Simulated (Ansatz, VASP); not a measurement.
**Ti in VASP and in Ansatz**

INCAR

```
SYSTEM = Ti
PREC = Accurate ; ENCUT = 600
EDIFF = 1E-6 ; ISMEAR = 0
SIGMA = 0.1 ; LREAL = .False.
LASPH = .True. ; NELM = 80
ALGO = Fast ; ISIF = 3
LWAVE = .False. ; LCHARG = .False.
GGA = PE ; IBRION = 2
NSW = 100 ; EDIFFG = -0.01
```

File KPOINTS:

```
Automatic mesh
0
Gamma
  24 24 22
  0 0 0
```

POSCAR

```
Ti
1.0
    2.7753562304      0.0000000000      0.0000000000
   -1.3876781152      2.4035290001      0.0000000000
    0.0000000000      0.0000000000      2.5932234778
Ti
1
Direct
    0.0000000000      0.0000000000      0.0000000000
```

Input for Ansatz:

```yaml
crystal:
  lattice:
    - [2.7753562304, 0.0, 0.0]
    - [-1.3876781152, 2.4035290001, 0.0]
    - [0.0, 0.0, 2.5932234778]
  atoms:
    - { symbol: Ti, position: [0.0, 0.0, 0.0] }
basis:
  ecutwfc: 420
kpoints:
  mp_grid: { grid: [24, 24, 22] }
hamiltonian:
  xc: pbe
scf:
  occupations: { method: gaussian, width: 0.1 }
output:
  forces: true
  stress: true
  eigenvalues: true
relax:
  adjacent_minimum: "off"
  f_tol: 0.01
  max_steps: 80
  cell: { stress_tol: 0.05 }
```

Alike in both runs: task relaxation of cell and atoms; functional PBE; k mesh 24 × 24 × 22; occupations gaussian, width 0.1 eV; no spin polarisation.

```csv
,VASP,Ansatz
version,VASP 6.6.1,Ansatz 0.2.0
potentials or method,"VASP PAW PBE potentials, release 64 (Ti_sv), cutoff 600 eV","scalar-relativistic, plane waves, PAW"
valence electrons in the cell,12,12
```

Ansatz gave:

| Item | Value |
| --- | --- |
| gap on the k mesh at the Fermi level, each at its own relaxed structure (eV) | none |
| relaxed volume (Å³/atom) | 17.67 |
| relaxed cell length with the largest relative difference (Å) | 2.737 |

What did VASP give for the same quantities?

gap on the k mesh at the Fermi level, each at its own relaxed structure (eV): none; relaxed volume (Å³/atom): 17.62; relaxed cell length with the largest relative difference (Å): 2.733.

A gap of «none» marks a metal or a gap that the smearing closes.
